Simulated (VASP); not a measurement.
# Cd3Ag in VASP: single point with LDA

Aim: the single point of Cd3Ag with LDA.

All numbers are computed with VASP 6.6.1; they aren't measurements. Logs are shortened: lines on timing, memory, paths and dates and some standing lists are left out, and cuts for length are marked.

### 1 The cell of the first run

The cell holds a slab with vacuum, 8 atoms: a = 3.105 Å, b = 3.105 Å, c = 30.999 Å, α = 90.00°, β = 90.00°, γ = 120.00°.

### 2 Single point, LDA

The input, INCAR:

```
SYSTEM = Cd3Ag
PREC = Accurate ; ENCUT = 520
EDIFF = 1E-6 ; ISMEAR = -1
SIGMA = 0.05 ; LREAL = .False.
LASPH = .True. ; NELM = 100
ALGO = Normal ; ISIF = 2
LWAVE = .False. ; LCHARG = .False.
LDIPOL = .True. ; IDIPOL = 3
DIPOL = 0.5 0.5 0.498 ; NBANDS = 57
```

The input, KPOINTS:

```
Automatic mesh
0
Gamma
  6 6 1
  0 0 0
```

The input, POSCAR:

```
Cd3Ag
1.0
    3.1050140000      0.0000000000      0.0000000000
   -1.5525070000      2.6890210031      0.0000000000
    0.0000000000      0.0000000000     30.9986856468
Cd Ag
6 2
Direct
    0.0000000000      0.0000000000      0.3814087679
    0.6666670000      0.3333330000      0.2998190458
    0.6666670000      0.3333330000      0.4629984900
    0.0000000000      0.0000000000      0.6925942520
    0.6666670000      0.3333330000      0.6110045300
    0.6666670000      0.3333330000      0.7741839741
    0.0000000000      0.0000000000      0.2258160259
    0.0000000000      0.0000000000      0.5370015100
```

Potentials or basis: VASP PAW LDA potentials, release 64 (Cd, Ag).

Command:

```sh
$ cat potpaw_LDA.64/Cd/POTCAR potpaw_LDA.64/Ag/POTCAR > POTCAR
$ mpirun -np 1 vasp_std > vasp.out
```

OUTCAR:

```text
SYSTEM = Cd3Ag
   PREC = Accurate
   ENCUT = 520
   EDIFF = 1E-6
   ISMEAR = -1
   LREAL = .False.
   LASPH = .True.
   NELM = 100
   ISIF = 2

 ion  position               nearest neighbor table
   1  0.000  0.000  0.381-   2 3.10   3 3.10   2 3.10   3 3.10   2 3.10   3 3.10
   2  0.667  0.333  0.300-   7 2.91   7 2.91   7 2.91   1 3.10   1 3.10   1 3.10
   3  0.667  0.333  0.463-   8 2.91   8 2.91   8 2.91   1 3.10   1 3.10   1 3.10
   4  0.000  0.000  0.693-   5 3.10   6 3.10   5 3.10   5 3.10   6 3.10   6 3.10
   5  0.667  0.333  0.611-   8 2.91   8 2.91   8 2.91   4 3.10   4 3.10   4 3.10
   6  0.667  0.333  0.774-   4 3.10   4 3.10   4 3.10
   7  0.000  0.000  0.226-   2 2.91   2 2.91   2 2.91
   8  0.000  0.000  0.537-   5 2.91   3 2.91   5 2.91   3 2.91   5 2.91   3 2.91

  LATTYP: Found a hexagonal cell.
 ALAT       =     3.1050140000
 C/A-ratio  =     9.9834286244

  Lattice vectors:

 A1 = (   3.1050140000,   0.0000000000,   0.0000000000)
 A2 = (  -1.5525070000,   2.6890210031,   0.0000000000)
 A3 = (   0.0000000000,   0.0000000000,  30.9986856468)

Analysis of symmetry for initial positions (statically):
=====================================================================
 Subroutine PRICEL returns:
 Original cell was already a primitive cell.

 Routine SETGRP: Setting up the symmetry group for a
 hexagonal supercell.

 Subroutine GETGRP returns: Found  6 space group operations
 (whereof  6 operations were pure point group operations)
 out of a pool of 24 trial point group operations.

The static configuration has the point symmetry C_3v.

Analysis of symmetry for dynamics (positions and initial velocities):
=====================================================================
 Subroutine PRICEL returns:
 Original cell was already a primitive cell.

 Routine SETGRP: Setting up the symmetry group for a
 hexagonal supercell.

 Subroutine GETGRP returns: Found  6 space group operations
 (whereof  6 operations were pure point group operations)
 out of a pool of 24 trial point group operations.

The dynamic configuration has the point symmetry C_3v.

 Subroutine INISYM returns: Found  6 space group operations
 (whereof  6 operations are pure point group operations),
 and found     1 'primitive' translations

----------------------------------------------------------------------------------------

                                     Primitive cell

  volume of cell :     258.8219

  direct lattice vectors                    reciprocal lattice vectors
     3.105014000  0.000000000  0.000000000     0.322059740  0.185941277  0.000000000
    -1.552507000  2.689021003  0.000000000     0.000000000  0.371882555  0.000000000
     0.000000000  0.000000000 30.998685647     0.000000000  0.000000000  0.032259432

  length of vectors
     3.105014000  3.105014000 30.998685647     0.371882555  0.371882555  0.032259432

  position of ions in fractional coordinates (direct lattice)
     0.000000000  0.000000000  0.381408768
     0.666667000  0.333333000  0.299819046
     0.666667000  0.333333000  0.462998490
     0.000000000  0.000000000  0.692594252
     0.666667000  0.333333000  0.611004530
     0.666667000  0.333333000  0.774183974
     0.000000000  0.000000000  0.225816026
     0.000000000  0.000000000  0.537001510

  ion indices of the primitive-cell ions
   primitive index   ion index
                 1           1
                 2           2
                 3           3
                 4           4
                 5           5
                 6           6
                 7           7
                 8           8

----------------------------------------------------------------------------------------

 KPOINTS: Automatic mesh

Automatic generation of k-mesh.
 Grid dimensions read from file:
 generate k-points for:    6    6    1

 Generating k-lattice:

  Cartesian coordinates                     Fractional coordinates (reciprocal lattice)
     0.053676623  0.030990213  0.000000000     0.166666667  0.000000000  0.000000000
     0.000000000  0.061980426  0.000000000     0.000000000  0.166666667  0.000000000
     0.000000000  0.000000000  0.032259432     0.000000000  0.000000000  1.000000000

  Length of vectors
     0.061980426  0.061980426  0.032259432

  Shift w.r.t. Gamma in fractional coordinates (k-lattice)
     0.000000000  0.000000000  0.000000000

 Subroutine IBZKPT returns following result:
 ===========================================

 Found      7 irreducible k-points:

 Following reciprocal coordinates:
            Coordinates               Weight
  0.000000  0.000000  0.000000      1.000000
  0.166667  0.000000  0.000000      6.000000
  0.333333 -0.000000  0.000000      6.000000
  0.500000 -0.000000  0.000000      3.000000
  0.166667  0.166667  0.000000      6.000000
  0.333333  0.166667  0.000000     12.000000
  0.333333  0.333333  0.000000      2.000000
   k-points           NKPTS =      7   k-points in BZ     NKDIM =      7   number of bands    NBANDS=     57
   number of dos      NEDOS =    301   number of ions     NIONS =      8
   total plane-waves  NPLWV = 138240
   dimension x,y,z NGX =    24 NGY =   24 NGZ =  240
   dimension x,y,z NGXF=    48 NGYF=   48 NGZF=  480
   ions per type =               6   2
   NGX,Y,Z   is equivalent  to a cutoff of  12.85, 12.85, 12.87 a.u.
   NGXF,Y,Z  is equivalent  to a cutoff of  25.70, 25.70, 25.74 a.u.
 SYSTEM =  Cd3Ag
   PREC   = accura    normal or accurate (medium, high low for compatibility)
   ISTART =      0    job   : 0-new  1-cont  2-samecut
   ICHARG =      2    charge: 1-file 2-atom 10-const
   ISPIN  =      1    spin polarized calculation?
   LNONCOLLINEAR =      F non collinear calculations
   LSORBIT =      F    spin-orbit coupling
   LASPH  =      T    aspherical Exc in radial PAW
   ENCUT  =  520.0 eV  38.22 Ry    6.18 a.u.   5.77  5.77 57.64*2*pi/ulx,y,z
   NELM   =    100;   NELMIN=  2; NELMDL= -5     # of ELM steps
   EDIFF  = 0.1E-05   stopping-criterion for ELM
   LREAL  =      F    real-space projection
   EDIFFG = 0.1E-04   stopping-criterion for IOM
   NSW    =      0    number of steps for IOM
   IBRION =     -1    ionic relax: 0-MD 1-quasi-New 2-CG
   NFREE  =      0    steps in history (QN), initial steepest desc. (CG)
   ISIF   =      2    stress and relaxation
   ISYM   =      2    0-nonsym 1-usesym 2-fastsym
   POTIM  = 0.5000    time-step for ionic-motion
   TEBEG  =    0.0;   TEEND  =   0.0 temperature during run
   PSTRESS=    0.0 pullay stress
   NELECT =      94.0000    total number of electrons
   NUPDOWN=      -1.0000    fix difference up-down
   EMIN   =  10.00;   EMAX   =-10.00  energy-range for DOS
   EFERMI =   0.00;   METHOD = LEGACY
   ISMEAR =    -1;   SIGMA  =   0.05  broadening in eV -4-tet -1-fermi 0-gaus
   EFERMI_NEDOS =   21; number of points for ismear=-14 and -15
   IALGO  =     38    algorithm
   IMIX   =      4    mixing-type and parameters
     AMIX     =   0.40;   BMIX     =  1.00
     AMIX_MAG =   1.60;   BMIX_MAG =  1.00
  volume/ion in A,a.u.               =      32.35       218.33
  Fermi-wavevector in a.u.,A,eV,Ry     =   1.168020  2.207239 18.562043  1.364272
  Thomas-Fermi vector in A             =   2.304513
   LORBIT       =      0    0 simple, 1 ext, 2 COOP (PROOUT), +10 PAW based schemes
   GGA     = CA    functional components
   LHFCALC =     F    Hartree Fock is set to
   AEXX    =    0.0000 exact exchange contribution
   IVDW    =     0    specifies the selected vdW correction
   LEPSILON=     F    determine dielectric tensor
   LRPA    =     F    only Hartree local field effects (RPA)
 non-spin polarized calculation
  energy-cutoff  :      520.00
  volume of cell :      258.82
 maximum number of plane-waves:      7000
 NGX is ok and might be reduce to    24
   NGX = 11   NGY = 11   NGZ =115

 dipolmoment           0.000000      0.000000      0.145080 electrons x Angstroem

 number of electron      94.0000026 magnetization

 dipolmoment           0.000000      0.000000     -0.027761 electrons x Angstroem

 Free energy of the ion-electron system (eV)
  ---------------------------------------------------
  ext. energy  EPLUGINS =         0.00000000
  ---------------------------------------------------
  free energy    TOTEN  =       -15.46548893 eV

  energy without entropy =      -15.43578157  energy(sigma->0) =      -15.45063525

 E-fermi :   0.7944     XC(G=0):  -7.8882

 val. band max:        0.7830371215   @ k =   0.3333   0.3333   0.0000
 cond. band min:       0.8428301777   @ k =   0.1667   0.1667   0.0000
 fundamental gap:      0.0597930562
 Fermi energy:         0.7943523464

 k-point     1 :       0.0000    0.0000    0.0000
  band No.  band energies     occupation
      1      -9.0502      2.00000
      2      -9.0267      2.00000
      3      -8.8033      2.00000
      4      -8.7601      2.00000
      5      -8.6298      2.00000
      6      -8.5579      2.00000
[... 49 lines left out ...]
     56       8.5998      0.00000
     57       8.8351      0.00000

 k-point     2 :       0.1667    0.0000    0.0000
  band No.  band energies     occupation
      1      -8.9211      2.00000
      2      -8.8979      2.00000
      3      -8.7047      2.00000
      4      -8.6674      2.00000
      5      -8.6455      2.00000
      6      -8.6228      2.00000
[... 49 lines left out ...]
     56       8.5400      0.00000
     57       8.6684      0.00000
[... 238 lines left out ...]
     56       4.7891      0.00000
     57       4.9918      0.00000

 k-point     7 :       0.3333    0.3333    0.0000
  band No.  band energies     occupation
      1      -8.9024      2.00000
      2      -8.8697      2.00000
      3      -8.7758      2.00000
      4      -8.7497      2.00000
      5      -8.7435      2.00000
      6      -8.7211      2.00000
[... 49 lines left out ...]
     56       3.7752      0.00000
     57       3.9633      0.00000

------------------------ aborting loop because EDIFF is reached ----------------------------------------

 vacuum level on the upper side and lower side of the slab       (xc-potential included)        -0.505         0.061

  FORCE on cell =-STRESS in cart. coord.  units (eV):
  Direction    XX          YY          ZZ          XY          YZ          ZX
  --------------------------------------------------------------------------------------
  -------------------------------------------------------------------------------------
  Total       -8.4234019     -8.4234019     -2.0150100      0.0000000      0.0000000      0.0000000
  in kB      -52.1431262    -52.1431262    -12.4734546      0.0000000      0.0000000      0.0000000
  external PRESSURE =     -38.9199023 kB  Pullay stress =       0.0000000 kB

 VOLUME and BASIS-vectors are now :
 -----------------------------------------------------------------------------
  energy-cutoff  :      520.00
  volume of cell :      258.82
      direct lattice vectors                 reciprocal lattice vectors
     3.105014000  0.000000000  0.000000000     0.322059740  0.185941277  0.000000000
    -1.552507000  2.689021003  0.000000000     0.000000000  0.371882555  0.000000000
     0.000000000  0.000000000 30.998685647     0.000000000  0.000000000  0.032259432

 POSITION                                       TOTAL-FORCE (eV/Angst)
 -----------------------------------------------------------------------------------
      0.00000      0.00000     11.82317        -0.000000      0.000000      0.131488
      1.55251      0.89634      9.29400         0.000000     -0.000000     -0.365137
      1.55251      0.89634     14.35234        -0.000000      0.000000      0.133952
      0.00000      0.00000     21.46951        -0.000000      0.000000     -0.197367
      1.55251      0.89634     18.94034         0.000000     -0.000000     -0.209951
      1.55251      0.89634     23.99869        -0.000000      0.000000      0.159971
      0.00000      0.00000      7.00000        -0.000000      0.000000      0.360981
      0.00000      0.00000     16.64634        -0.000000      0.000000     -0.013937
 -----------------------------------------------------------------------------------
    total drift:                               -0.001838      0.001061     -0.000497

  FREE ENERGIE OF THE ION-ELECTRON SYSTEM (eV)
  ---------------------------------------------------
  free  energy   TOTEN  =       -15.4654889290 eV

  energy  without entropy=      -15.4357815654  energy(sigma->0) =      -15.45063525

 vacuum level on the upper side and lower side of the slab         4.983         5.566
```

Run time: 2 min. Hardware: 1 thread of Intel Xeon Platinum 8488C (Sapphire Rapids), shared host; peak memory 0.32 GiB.

What came out:

| Quantity | Value |
| --- | --- |
| Free energy | -15.4655 eV |
| Largest force | 0.365 eV/Å |
| Band gap on the k mesh | zero (bands 47 and 48 overlap by 2.42 eV) |

Forces on the atoms (eV/Å):
```
Cd   0.000  0.000  0.131
Cd   0.000  0.000 -0.365
Cd   0.000  0.000  0.134
Cd   0.000  0.000 -0.197
Cd   0.000  0.000 -0.210
Cd   0.000  0.000  0.160
Ag   0.000  0.000  0.361
Ag   0.000  0.000 -0.014
```

Levels at points of the mesh, in eV from the Fermi level:
```
           k point  band 45  band 46  band 47  band 48  band 49  band 50
(0.00, 0.00, 0.00)    -3.55    -3.55    -3.38    -2.00    -0.84     1.33
(0.50, 0.00, 0.00)    -1.63    -1.52    -1.28    -0.45     0.18     0.97
```

Caveat: the k points lie up to 0.39 Å⁻¹ apart, too coarse for converged energies and pressures of a metal.

The gap in the log of VASP goes by the Fermi energy; the results here count the filled bands.